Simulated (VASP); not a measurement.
Write the native input for VASP 6.6.1 that does the following.

```yaml
Task: single point
Functional: PBE
Potentials_or_basis: VASP PAW PBE potentials, release 64 (Si, Ge_d, Ir)
Cutoff: 520 eV
k_mesh: 12 × 12 × 4
Occupations: gaussian, width 0.1 eV
Spin: no spin polarisation
Dipole_correction: no
Further_INCAR_settings: ALGO = Normal; EDIFF = 1e-07; NBANDS = 36
```

The structure of Si4Ge2Ir lies in POSCAR:

```
Si4Ge2Ir
1.0
    4.0105410282      0.0000000000      0.0000000000
   -2.0052705141      3.4732304133      0.0000000000
    0.0000000000      0.0000000000     10.2317414899
Si Ge Ir
4 2 1
Direct
    0.3333333333      0.6666666667      0.0675904059
    0.3333333333      0.6666666667      0.3008025008
    0.6666666667      0.3333333333      0.9324095941
    0.6666666667      0.3333333333      0.6991974992
    0.0000000000      0.0000000000      0.3774095003
    0.0000000000      0.0000000000      0.6225904997
    0.0000000000      0.0000000000      0.0000000000
```

One way to write it, as run:

INCAR

```
SYSTEM = Si4Ge2Ir
ALGO = Normal
EDIFF = 1E-7
ENCUT = 520
GGA = PE
ISIF = 2
ISMEAR = 0
LASPH = .True.
LCHARG = .True.
LELF = .True.
LREAL = .False.
LVHAR = .True.
LWAVE = .False.
NBANDS = 36
NELM = 60
PREC = Accurate
SIGMA = 0.1
```

KPOINTS

```
k-points
0
Gamma
  12 12 4
  0 0 0
```

Potentials or basis: VASP PAW PBE potentials, release 64 (Si, Ge_d, Ir).

Launch:

```console
$ cat potpaw_PBE.64/Si/POTCAR potpaw_PBE.64/Ge_d/POTCAR potpaw_PBE.64/Ir/POTCAR > POTCAR
$ mpirun -np 1 vasp_std > vasp.out
```

It gave:

```
Pressure               : 0.0 GPa
Largest force          : 0.030 eV/Å
Band gap on the k mesh : zero (an odd number of electrons rules out a gap without spin polarisation)
```

Caveat: spin-orbit coupling is left out, which moves the levels of the heavy elements; an odd number of electrons without spin polarisation forces a metal; a magnetic or distorted state may lie lower.

It took 2.8 min on 1 thread of AMD EPYC 9R45 96-Core Processor (Zen 5), on a shared host, peak memory 0.44 GiB.
